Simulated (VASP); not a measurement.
# Sn4HO8 (a cell with a defect) in VASP: further runs

Sn4HO8 (a cell with a defect) is run at these levels: PBE; tasks: single point.

Everything below comes from runs of VASP 6.6.1. Logs are shortened: lines on timing, memory, paths and dates and some standing lists are left out, and cuts for length are marked.

## Step 1: The cell of the first run

The cell holds a defect, 13 atoms: a = 5.813 Å, b = 5.813 Å, c = 5.813 Å, α = 108.08°, β = 108.08°, γ = 112.29°.

## Step 2: Single point, PBE (with an interstitial atom, then relaxed in part)

File INCAR:

```
SYSTEM = Sn4HO8
PREC = Accurate
ENCUT = 520
EDIFF = 1E-6
ISMEAR = 0
SIGMA = 0.02
LREAL = .False.
LASPH = .True.
NELM = 80
ALGO = Normal
ISIF = 2
LWAVE = .False.
LCHARG = .False.
GGA = PE
NELECT = 104.0
NBANDS = 64
```

File KPOINTS:

```
Automatic mesh
0
Gamma
  3 3 3
  0 0 0
```

File POSCAR:

```
Sn4HO8
1.0
    0.0000000000      4.8271903470     -3.2381522497
    0.0000000000     -4.8271903470     -3.2381522497
   -4.8271903470      0.0000000000      3.2381522497
Sn O H
4 8 1
Direct
    0.2799828481      0.7620922858      0.5258311864
    0.7463572024      0.2487074266      0.4788069488
    0.0084486563      0.0142541376      0.9912993061
    0.4933257652      0.4990995971      0.9913443783
    0.5787501260      0.7775066433      0.8400287538
    0.0537987044      0.2957437686      0.8332572427
    0.9627766823      0.7063803794      0.1528332042
    0.4446308872      0.2350966223      0.1635145050
    0.4877658869      0.1979620083      0.6721638425
   -0.0096301613      0.7006366780      0.6720729944
    0.5315101294      0.8108566170      0.3272651815
    0.0326232412      0.3120035374      0.3272197435
   -0.0203363162      0.5601448854      0.0234338660
```

Potentials or basis: VASP PAW PBE potentials, release 64 (Sn_d, O, H).

Run with:

```sh
> cat potpaw_PBE.64/Sn_d/POTCAR potpaw_PBE.64/O/POTCAR potpaw_PBE.64/H/POTCAR > POTCAR
> mpirun -np 1 vasp_std > vasp.out
```

OUTCAR:

```text
SYSTEM = Sn4HO8
   PREC = Accurate
   ENCUT = 520
   EDIFF = 1E-6
   ISMEAR = 0
   LREAL = .False.
   LASPH = .True.
   NELM = 80
   ISIF = 2
   GGA = PE
   NELECT = 104.0

 ion  position               nearest neighbor table
   1  0.280  0.762  0.526-   5 2.04   9 2.07  10 2.07  12 2.12  11 2.12   7 2.20   2 3.25   2 3.25
                             3 3.62   4 3.62   3 3.73   4 3.73
   2  0.746  0.249  0.479-   8 2.06  12 2.08  11 2.08   6 2.12  10 2.13   9 2.13   1 3.25   1 3.25
                             4 3.73   3 3.73   3 3.75   4 3.75
   3  0.008  0.014  0.991-   5 2.05   8 2.06   6 2.08  12 2.09  10 2.10   7 2.23   4 3.14   4 3.34
                             1 3.62   1 3.73   2 3.73   2 3.75
   4  0.493  0.499  0.991-   5 2.05   8 2.06   6 2.08  11 2.09   9 2.10   7 2.23   3 3.14   3 3.34
                             1 3.62   1 3.73   2 3.73   2 3.75
   5  0.579  0.778  0.840-   1 2.04   3 2.05   4 2.05
   6  0.054  0.296  0.833-   4 2.08   3 2.08   2 2.12
   7  0.963  0.706  0.153-  13 1.01   1 2.20   3 2.23   4 2.23
   8  0.445  0.235  0.164-   4 2.06   3 2.06   2 2.06
   9  0.488  0.198  0.672-   1 2.07   4 2.10   2 2.13
  10  0.990  0.701  0.672-   1 2.07   3 2.10   2 2.13
  11  0.532  0.811  0.327-   2 2.08   4 2.09   1 2.12
  12  0.033  0.312  0.327-   2 2.08   3 2.09   1 2.12
  13  0.980  0.560  0.023-   7 1.01

  LATTYP: Found a body centered tetragonal cell.
 ALAT       =     6.8266780569
 C/A-ratio  =     0.9486758340

  Lattice vectors:

 A1 = (   0.0000000000,   4.8271903470,  -3.2381522497)
 A2 = (   0.0000000000,  -4.8271903470,  -3.2381522497)
 A3 = (  -4.8271903470,   0.0000000000,   3.2381522497)

Analysis of symmetry for initial positions (statically):
=====================================================================
 Subroutine PRICEL returns:
 Original cell was already a primitive cell.

 Routine SETGRP: Setting up the symmetry group for a
 body centered tetragonal supercell.

 Subroutine GETGRP returns: Found  1 space group operations
 (whereof  1 operations were pure point group operations)
 out of a pool of 16 trial point group operations.

The static configuration has the point symmetry C_1 .

Analysis of symmetry for dynamics (positions and initial velocities):
=====================================================================
 Subroutine PRICEL returns:
 Original cell was already a primitive cell.

 Routine SETGRP: Setting up the symmetry group for a
 body centered tetragonal supercell.

 Subroutine GETGRP returns: Found  1 space group operations
 (whereof  1 operations were pure point group operations)
 out of a pool of 16 trial point group operations.

The dynamic configuration has the point symmetry C_1 .

 Subroutine INISYM returns: Found  1 space group operations
 (whereof  1 operations are pure point group operations),
 and found     1 'primitive' translations

----------------------------------------------------------------------------------------

                                     Primitive cell

  volume of cell :     150.9093

  direct lattice vectors                    reciprocal lattice vectors
     0.000000000  4.827190347 -3.238152250    -0.103579922  0.103579922 -0.154409046
     0.000000000 -4.827190347 -3.238152250    -0.103579922 -0.103579922 -0.154409046
    -4.827190347  0.000000000  3.238152250    -0.207159844  0.000000000  0.000000000

  length of vectors
     5.812692718  5.812692718  5.812692718     0.212837389  0.212837389  0.207159844

  position of ions in fractional coordinates (direct lattice)
     0.279982848  0.762092286  0.525831186
     0.746357202  0.248707427  0.478806949
     0.008448656  0.014254138  0.991299306
     0.493325765  0.499099597  0.991344378
     0.578750126  0.777506643  0.840028754
     0.053798704  0.295743769  0.833257243
     0.962776682  0.706380379  0.152833204
     0.444630887  0.235096622  0.163514505
     0.487765887  0.197962008  0.672163842
     0.990369839  0.700636678  0.672072994
     0.531510129  0.810856617  0.327265182
     0.032623241  0.312003537  0.327219744
     0.979663684  0.560144885  0.023433866

  ion indices of the primitive-cell ions
   primitive index   ion index
                 1           1
                 2           2
                 3           3
                 4           4
                 5           5
                 6           6
                 7           7
                 8           8
                 9           9
                10          10
                11          11
                12          12
                13          13

----------------------------------------------------------------------------------------

 KPOINTS: Automatic mesh

Automatic generation of k-mesh.
 Grid dimensions read from file:
 generate k-points for:    3    3    3

 Generating k-lattice:

  Cartesian coordinates                     Fractional coordinates (reciprocal lattice)
    -0.034526641  0.034526641 -0.051469682     0.333333333  0.000000000  0.000000000
    -0.034526641 -0.034526641 -0.051469682     0.000000000  0.333333333  0.000000000
    -0.069053281  0.000000000  0.000000000     0.000000000  0.000000000  0.333333333

  Length of vectors
     0.070945796  0.070945796  0.069053281

  Shift w.r.t. Gamma in fractional coordinates (k-lattice)
     0.000000000  0.000000000  0.000000000

 Subroutine IBZKPT returns following result:
 ===========================================

 Found     14 irreducible k-points:

 Following reciprocal coordinates:
            Coordinates               Weight
  0.000000  0.000000  0.000000      1.000000
  0.333333  0.000000 -0.000000      2.000000
  0.333333  0.000000 -0.333333      2.000000
  0.000000  0.333333 -0.333333      2.000000
  0.000000  0.333333 -0.000000      2.000000
  0.333333  0.333333 -0.000000      2.000000
 -0.333333 -0.000000 -0.333333      2.000000
  0.333333  0.333333  0.333333      2.000000
 -0.000000 -0.333333 -0.333333      2.000000
 -0.333333  0.333333  0.000000      2.000000
  0.000000  0.000000  0.333333      2.000000
 -0.333333  0.333333  0.333333      2.000000
  0.333333 -0.333333  0.333333      2.000000
 -0.333333 -0.333333  0.333333      2.000000
   k-points           NKPTS =     14   k-points in BZ     NKDIM =     14   number of bands    NBANDS=     64
   number of dos      NEDOS =    301   number of ions     NIONS =     13
   total plane-waves  NPLWV = 110592
   dimension x,y,z NGX =    48 NGY =   48 NGZ =   48
   dimension x,y,z NGXF=    96 NGYF=   96 NGZF=   96
   ions per type =               4   8   1
   NGX,Y,Z   is equivalent  to a cutoff of  13.73, 13.73, 13.73 a.u.
   NGXF,Y,Z  is equivalent  to a cutoff of  27.46, 27.46, 27.46 a.u.
 SYSTEM =  Sn4HO8
   PREC   = accura    normal or accurate (medium, high low for compatibility)
   ISTART =      0    job   : 0-new  1-cont  2-samecut
   ICHARG =      2    charge: 1-file 2-atom 10-const
   ISPIN  =      1    spin polarized calculation?
   LNONCOLLINEAR =      F non collinear calculations
   LSORBIT =      F    spin-orbit coupling
   LASPH  =      T    aspherical Exc in radial PAW
   ENCUT  =  520.0 eV  38.22 Ry    6.18 a.u.  10.81 10.81 10.81*2*pi/ulx,y,z
   NELM   =     80;   NELMIN=  2; NELMDL= -5     # of ELM steps
   EDIFF  = 0.1E-05   stopping-criterion for ELM
   LREAL  =      F    real-space projection
   EDIFFG = 0.1E-04   stopping-criterion for IOM
   NSW    =      0    number of steps for IOM
   IBRION =     -1    ionic relax: 0-MD 1-quasi-New 2-CG
   NFREE  =      0    steps in history (QN), initial steepest desc. (CG)
   ISIF   =      2    stress and relaxation
   ISYM   =      2    0-nonsym 1-usesym 2-fastsym
   POTIM  = 0.5000    time-step for ionic-motion
   TEBEG  =    0.0;   TEEND  =   0.0 temperature during run
   PSTRESS=    0.0 pullay stress
   NELECT =     104.0000    total number of electrons
   NUPDOWN=      -1.0000    fix difference up-down
   EMIN   =  10.00;   EMAX   =-10.00  energy-range for DOS
   EFERMI =   0.00;   METHOD = LEGACY
   ISMEAR =     0;   SIGMA  =   0.02  broadening in eV -4-tet -1-fermi 0-gaus
   EFERMI_NEDOS =   21; number of points for ismear=-14 and -15
   IALGO  =     38    algorithm
   IMIX   =      4    mixing-type and parameters
     AMIX     =   0.40;   BMIX     =  1.00
     AMIX_MAG =   1.60;   BMIX_MAG =  1.00
  volume/ion in A,a.u.               =      11.61        78.34
  Fermi-wavevector in a.u.,A,eV,Ry     =   1.446041  2.732621 28.450248  2.091034
  Thomas-Fermi vector in A             =   2.564154
   LORBIT       =      0    0 simple, 1 ext, 2 COOP (PROOUT), +10 PAW based schemes
   GGA     = PE    functional components
   LHFCALC =     F    Hartree Fock is set to
   AEXX    =    0.0000 exact exchange contribution
   IVDW    =     0    specifies the selected vdW correction
   LEPSILON=     F    determine dielectric tensor
   LRPA    =     F    only Hartree local field effects (RPA)
 non-spin polarized calculation
 Gauss-broadening in eV      SIGMA  =   0.02
  energy-cutoff  :      520.00
  volume of cell :      150.91
 maximum number of plane-waves:      4079
 NGX is ok and might be reduce to    48
   NGX = 21   NGY = 21   NGZ = 21

 number of electron     104.0000001 magnetization

 Free energy of the ion-electron system (eV)
  ---------------------------------------------------
  ext. energy  EPLUGINS =         0.00000000
  ---------------------------------------------------
  free energy    TOTEN  =       -85.47137191 eV

  energy without entropy =      -85.47137191  energy(sigma->0) =      -85.47137191

 E-fermi :   5.3991     XC(G=0): -10.9765

 val. band max:        5.3143264183   @ k =   0.0000   0.0000   0.0000
 cond. band min:       6.3375420864   @ k =   0.0000   0.0000   0.0000
 fundamental gap:      1.0232156681
 Fermi energy:         5.3990756963

 k-point     1 :       0.0000    0.0000    0.0000
  band No.  band energies     occupation
      1     -15.3488      2.00000
      2     -15.2368      2.00000
      3     -14.9191      2.00000
      4     -14.6711      2.00000
      5     -14.6489      2.00000
      6     -14.5911      2.00000
[... 56 lines left out ...]
     63      15.9061      0.00000
     64      16.0446      0.00000

 k-point     2 :       0.3333    0.0000   -0.0000
  band No.  band energies     occupation
      1     -15.2535      2.00000
      2     -15.1179      2.00000
      3     -14.7990      2.00000
      4     -14.7823      2.00000
      5     -14.7438      2.00000
      6     -14.5254      2.00000
[... 56 lines left out ...]
     63      15.8781      0.00000
     64      16.0947      0.00000

 k-point     3 :       0.3333    0.0000   -0.3333
  band No.  band energies     occupation
      1     -15.1955      2.00000
      2     -15.0871      2.00000
      3     -14.9794      2.00000
      4     -14.7799      2.00000
      5     -14.7079      2.00000
      6     -14.5624      2.00000
[... 726 lines left out ...]
     63      15.8713      0.00000
     64      16.1056      0.00000

 k-point    14 :      -0.3333   -0.3333    0.3333
  band No.  band energies     occupation
      1     -15.1218      2.00000
      2     -15.0332      2.00000
      3     -14.9341      2.00000
      4     -14.8067      2.00000
      5     -14.7796      2.00000
      6     -14.7223      2.00000
[... 56 lines left out ...]
     63      15.6769      0.00000
     64      15.9912      0.00000

------------------------ aborting loop because EDIFF is reached ----------------------------------------

  FORCE on cell =-STRESS in cart. coord.  units (eV):
  Direction    XX          YY          ZZ          XY          YZ          ZX
  --------------------------------------------------------------------------------------
  -------------------------------------------------------------------------------------
  Total       -8.5128965    -12.3690986     -9.3342199     -4.0768117     -0.0000779      0.0008553
  in kB      -90.3798934   -131.3204996    -99.0997371    -43.2827775     -0.0008274      0.0090806
  external PRESSURE =    -106.9333767 kB  Pullay stress =       0.0000000 kB

 VOLUME and BASIS-vectors are now :
 -----------------------------------------------------------------------------
  energy-cutoff  :      520.00
  volume of cell :      150.91
      direct lattice vectors                 reciprocal lattice vectors
     0.000000000  4.827190347 -3.238152250    -0.103579922  0.103579922 -0.154409046
     0.000000000 -4.827190347 -3.238152250    -0.103579922 -0.103579922 -0.154409046
    -4.827190347  0.000000000  3.238152250    -0.207159844  0.000000000  0.000000000

 POSITION                                       TOTAL-FORCE (eV/Angst)
 -----------------------------------------------------------------------------------
     -2.53829     -2.32723     -1.67168         0.006329     -0.008081     -0.000324
     -2.31129      2.40225     -1.67172        -0.010760      0.001651      0.000500
     -4.78519     -0.02802      3.13646        -0.003071      0.000246      0.014241
     -4.78541     -0.02787     -0.00350        -0.002553      0.000255     -0.015821
     -4.05498     -0.95944     -1.67162        -0.005297      0.000081      0.000714
     -4.02229     -1.16791      1.56634         0.014187     -0.039672     -0.000087
     -0.73775      1.23767     -4.91009        -0.030687     -0.051538      0.000504
     -0.78932      1.01146     -1.67158        -0.009724      0.023850      0.000063
     -3.24466      1.39894     -0.04392        -0.006200     -0.013001     -0.011876
     -3.24422      1.39860     -3.29946        -0.007563     -0.012561      0.011381
     -1.57977     -1.34846     -3.28705         0.002094      0.011846      0.006835
     -1.57955     -1.34862     -0.05637         0.001479      0.011848     -0.006773
     -0.11312      2.02510     -4.91025         0.051766      0.075077      0.000643
 -----------------------------------------------------------------------------------
    total drift:                               -0.000303     -0.000218     -0.000228

  FREE ENERGIE OF THE ION-ELECTRON SYSTEM (eV)
  ---------------------------------------------------
  free  energy   TOTEN  =       -85.4713719062 eV

  energy  without entropy=      -85.4713719062  energy(sigma->0) =      -85.47137191
```

Run time: 5.6 min. Hardware: 1 thread of AMD EPYC 7R13, shared host; peak memory 0.35 GiB.

Results:

```yaml
Free_energy: -85.4714 eV
Largest_force: 0.091 eV/Å
```

Forces on the atoms (eV/Å):
```
Sn   0.006 -0.008  0.000
Sn  -0.011  0.002  0.001
Sn  -0.003  0.000  0.014
Sn  -0.003  0.000 -0.016
O   -0.005  0.000  0.001
O    0.014 -0.040  0.000
O   -0.031 -0.052  0.001
O   -0.010  0.024  0.000
O   -0.006 -0.013 -0.012
O   -0.008 -0.013  0.011
O    0.002  0.012  0.007
O    0.001  0.012 -0.007
H    0.052  0.075  0.001
```

Caveat: the k points lie up to 0.45 Å⁻¹ apart; the cell carries a net charge on a neutralising background, which shifts energy and pressure; the cell differs from its parent crystal (with an interstitial atom, then relaxed in part); the cell is charged against a uniform background, so pressure and absolute levels hang on convention; spin-orbit coupling is left out, which moves the levels of the heavy elements.

## Step 3: Single point, PBE

File INCAR:

```
SYSTEM = Sn4HO8
ALGO = Normal ; EDIFF = 1E-6
ENCUT = 520 ; GGA = PE
ISIF = 2 ; ISMEAR = 0
LASPH = .True. ; LCHARG = .False.
LREAL = .False. ; LWAVE = .False.
NBANDS = 64 ; NELECT = 104.0
NELM = 80 ; PREC = Accurate
SIGMA = 0.02
```

File KPOINTS:

```
k-points
0
Gamma
  3 3 3
  0 0 0
```

File POSCAR:

```
Sn4HO8
1.0
    0.0000000000      4.8271903470     -3.2381522497
    0.0000000000     -4.8271903470     -3.2381522497
   -4.8271903470      0.0000000000      3.2381522497
Sn O H
4 8 1
Direct
    0.2751547210      0.7571094053      0.5345092724
    0.7415291292      0.2437246451      0.4874850236
    0.0036206983      0.0092713974      0.9999775549
    0.4884977145      0.4941167181      1.0000225085
    0.5739220955      0.7725239594      0.8487069507
    0.0489706407      0.2907609817      0.8419353097
    0.9579486030      0.7013975016      0.1615113439
    0.4398028717      0.2301138130      0.1721927126
    0.4829377550      0.1929792285      0.6808420145
   -0.0144581369      0.6956539062      0.6807510713
    0.5266819683      0.8058737762      0.3359432472
    0.0277952572      0.3070208322      0.3358978792
   -0.0251642767      0.5551621241      0.0321120546
```

Potentials or basis: VASP PAW PBE potentials, release 64 (Sn_d, O, H).

Run with:

```sh
> cat potpaw_PBE.64/Sn_d/POTCAR potpaw_PBE.64/O/POTCAR potpaw_PBE.64/H/POTCAR > POTCAR
> mpirun -np 1 vasp_std > vasp.out
```

Wall time 6.4 min (1 thread of AMD EPYC 7R13, shared host); peak memory 0.35 GiB.

It converged, with:

* Free energy: -85.4714 eV
* Largest force: 0.091 eV/Å

Forces in eV/Å, atoms in the order of the input:
```
Sn   0.006 -0.008  0.000
Sn  -0.011  0.002  0.001
Sn  -0.003  0.000  0.014
Sn  -0.003  0.001 -0.016
O   -0.005  0.000  0.001
O    0.014 -0.040  0.000
O   -0.031 -0.052  0.000
O   -0.010  0.024  0.000
O   -0.006 -0.013 -0.012
O   -0.007 -0.012  0.011
O    0.002  0.012  0.007
O    0.002  0.012 -0.007
H    0.052  0.075  0.001
```

Levels at points of the mesh, in eV from the Fermi level:
| k point | band 50 | band 51 | band 52 | band 53 | band 54 | band 55 |
| --- | --- | --- | --- | --- | --- | --- |
| (0.00, 0.00, 0.00) | -0.38 | -0.34 | -0.10 | 0.92 | 4.46 | 4.58 |

Caveat: the k points lie up to 0.45 Å⁻¹ apart; the cell carries a net charge on a neutralising background, which shifts energy and pressure; the cell is charged against a uniform background, so pressure and absolute levels hang on convention; spin-orbit coupling is left out, which moves the levels of the heavy elements.

## Step 4: Single point, PBE

File INCAR:

```
SYSTEM = Sn4HO8
  PREC = Accurate
  ENCUT = 520
  EDIFF = 1E-6
  ISMEAR = 0
  SIGMA = 0.02
  LREAL = .False.
  LASPH = .True.
  NELM = 80
  ALGO = Normal
  ISIF = 2
  LWAVE = .False.
  LCHARG = .False.
  GGA = PE
  NBANDS = 64
  NELECT = 104.0
```

File KPOINTS:

```
Automatic mesh
0
Gamma
  3 3 3
  0 0 0
```

File POSCAR:

```
Sn4HO8
1.0
    0.0000000000      4.8271903470     -3.2381522497
    0.0000000000     -4.8271903470     -3.2381522497
   -4.8271903470      0.0000000000      3.2381522497
Sn O H
4 8 1
Direct
    0.2584707963      0.7562752804      0.5125149046
    0.7248452045      0.2428905202      0.4654906557
   -0.0036205895     -0.0092712886      1.0000225085
    0.5115023172      0.5058833135      0.9999775549
    0.5601971574      0.7698862161      0.8278074227
    0.0420513225      0.2986024239      0.8384885843
    0.9510292848      0.7092389438      0.1580646184
    0.4260779335      0.2274760697      0.1512931845
    0.4733179572      0.1941261493      0.6640566809
   -0.0277952572      0.6929790959      0.6641020489
    0.5170621705      0.8070206970      0.3191579137
    0.0144581369      0.3043460219      0.3192488568
    0.0251642741      0.4448378014     -0.0321120546
```

Run with:

```sh
> cat potpaw_PBE.64/Sn_d/POTCAR potpaw_PBE.64/O/POTCAR potpaw_PBE.64/H/POTCAR > POTCAR
> mpirun -np 1 vasp_std > vasp.out
```

It took 6.5 min on 1 thread of AMD EPYC 7R13, shared host; peak memory 0.35 GiB.

It converged, with:

```yaml
Free_energy: -85.4714 eV
Largest_force: 0.091 eV/Å
```

Forces in eV/Å, atoms in the order of the input:
```
Sn   0.011 -0.002 -0.001
Sn  -0.006  0.008  0.000
Sn   0.003  0.000 -0.014
Sn   0.003 -0.001  0.016
O    0.010 -0.024  0.000
O    0.031  0.052  0.000
O   -0.014  0.040  0.000
O    0.005  0.000 -0.001
O   -0.002 -0.012 -0.007
O   -0.002 -0.012  0.007
O    0.006  0.013  0.012
O    0.007  0.012 -0.011
H   -0.052 -0.075 -0.001
```

Levels at points of the mesh, in eV from the Fermi level:
| k point | band 50 | band 51 | band 52 | band 53 | band 54 | band 55 |
| --- | --- | --- | --- | --- | --- | --- |
| (0.00, 0.00, 0.00) | -0.37 | -0.33 | -0.09 | 0.93 | 4.47 | 4.59 |

Caveat: the k points lie up to 0.45 Å⁻¹ apart; the cell carries a net charge on a neutralising background, which shifts energy and pressure; the cell is charged against a uniform background, so pressure and absolute levels hang on convention; spin-orbit coupling is left out, which moves the levels of the heavy elements.
